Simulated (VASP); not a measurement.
Set up this calculation in VASP 6.6.1, as the native input.

| Property | Result |
| --- | --- |
| Task | single point |
| Functional | LDA |
| Potentials or basis | VASP PAW LDA potentials, release 64 (V_sv, O) |
| Cutoff | 600 eV |
| k mesh | 5 × 5 × 5 |
| Occupations | gaussian, width 0.05 eV |
| Spin | collinear spin, antiferromagnetic start |
| Starting moments | [2.0, 2.0, -2.0, -2.0, 0.0, 0.0, 0.0, 0.0, 0.0, 0.0] μB |
| Hubbard terms | V d U = 4.0 eV, J = 0.5 eV |
| Dipole correction | no |
| LDAUTYPE | 1 |
| Hund's J | 0.5 |
| Further INCAR settings | ALGO = Normal; EDIFF = 1e-06; NBANDS = 59 |

The structure of V2O3 lies in POSCAR:

```
V2O3
1.0
    2.4709073100      1.4265790000      4.6634304300
   -2.4709073100      1.4265790000      4.6634304300
    0.0000000000     -2.8531580000      4.6634304300
V O
4 6
Direct
    0.3500000000      0.3500000000      0.3500000000
    0.1500000000      0.1500000000      0.1500000000
    0.6500000000      0.6500000000      0.6500000000
    0.8500000000      0.8500000000      0.8500000000
    0.9500000000      0.2500000000      0.5500000000
    0.5500000000      0.9500000000      0.2500000000
    0.2500000000      0.5500000000      0.9500000000
    0.0500000000      0.7500000000      0.4500000000
    0.4500000000      0.0500000000      0.7500000000
    0.7500000000      0.4500000000      0.0500000000
```

The input as run:

INCAR

```
SYSTEM = V2O3
ALGO = Normal ; EDIFF = 1E-6
ENCUT = 600 ; GGA = CA
GGA_COMPAT = .FALSE. ; ISIF = 2
ISMEAR = 0 ; ISPIN = 2
LASPH = .TRUE. ; LCHARG = .TRUE.
LDAU = .TRUE. ; LDAUJ = 0.5 0
LDAUL = 2 -1 ; LDAUPRINT = 1
LDAUTYPE = 1 ; LDAUU = 4 0
LELF = .TRUE. ; LMAXMIX = 4
LORBIT = 11 ; LREAL = .FALSE.
LVHAR = .TRUE. ; LWAVE = .FALSE.
MAGMOM = 2 2 -2 -2 0 0 0 0 0 0 ; NBANDS = 59
NELM = 200 ; PREC = Accurate
SIGMA = 0.05
```

KPOINTS

```
k-points
0
G
  5 5 5
  0 0 0
```

Potentials or basis: VASP PAW LDA potentials, release 64 (V_sv, O).

Command:

```console
$ cat potpaw_LDA.64/V_sv/POTCAR potpaw_LDA.64/O/POTCAR > POTCAR
$ mpirun -np 1 vasp_std > vasp.out
```

Results of the run:

```
Pressure                                              : 5.4 GPa
Largest force                                         : 0.542 eV/Å
Band gap on the k mesh                                : 1.03 eV (least direct gap 1.32 eV)
Net moment                                            : 0.00 μB per cell
Site moments                                          : V +1.78, -1.78 (each value once); O -0.00, +0.00 (each value once) μB
Valence electrons inside the program's atomic spheres : V 11.48; O 5.07
```

Caveat: the stress differs along the axes, from 1 to 7 GPa.

Wall time 7.2 min on 1 thread of Intel(R) Xeon(R) Platinum 8259CL CPU @ 2.50GHz (Skylake/Cascade Lake), with other jobs on the host, peak memory 0.38 GiB.
